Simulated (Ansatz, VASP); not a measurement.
**Se in VASP and in Ansatz**

The input INCAR:

```
SYSTEM = Se
ALGO = Normal
EDIFF = 1E-6
ENCUT = 520
ISIF = 2
ISMEAR = -1
LASPH = .True.
LCHARG = .True.
LELF = .True.
LREAL = .False.
LVHAR = .True.
LWAVE = .False.
NBANDS = 9
NELM = 80
PREC = Accurate
SIGMA = 0.08
```

File KPOINTS:

```
k-points
0
Gamma
  13 13 13
  0 0 0
```

Contents of POSCAR:

```
Se
1.0
    2.6128714820      0.0000000000      0.0000000000
    0.0000000000      2.6128714820      0.0000000000
    0.0000000000      0.0000000000      2.6128714820
Se
1
Direct
    0.0000000000      0.0000000000      0.0000000000
```

Input for Ansatz:

```yaml
crystal:
  lattice:
    - [2.612871482, 0.0, 0.0]
    - [0.0, 2.612871482, 0.0]
    - [0.0, 0.0, 2.612871482]
  atoms:
    - { symbol: Se, position: [0.0, 0.0, 0.0] }
kpoints:
  mp_grid: { grid: [13, 13, 13] }
scf:
  occupations: { method: fermi_dirac, width: 0.08 }
hamiltonian:
  xc: lda
  pseudopotentials: { kind: all_electron, lapw: { basis_error: 0.001 } }
output:
  forces: true
  stress: true
  eigenvalues: true
  populations: true
```

Change from the starting cell: volume scaled by 0.84, LAPW.

Alike in both runs: task single point; functional LDA; k mesh 13 × 13 × 13; occupations fermi-dirac, width 0.08 eV; no spin polarisation.

```csv
,VASP,Ansatz
version,VASP 6.6.1,Ansatz 0.2.0
potentials or method,"VASP PAW LDA potentials, release 64 (Se), cutoff 520 eV","all-electron LAPW, scalar-relativistic"
```

|  | VASP | Ansatz | Ansatz less VASP |
| --- | --- | --- | --- |
| pressure (GPa) | 22.5 | 22.0 | -0.52 |

LDA's correlation is that of Perdew and Zunger in VASP and of Perdew and Wang (1992) in Ansatz. Ansatz ran all-electron here, and VASP with PAW potentials.
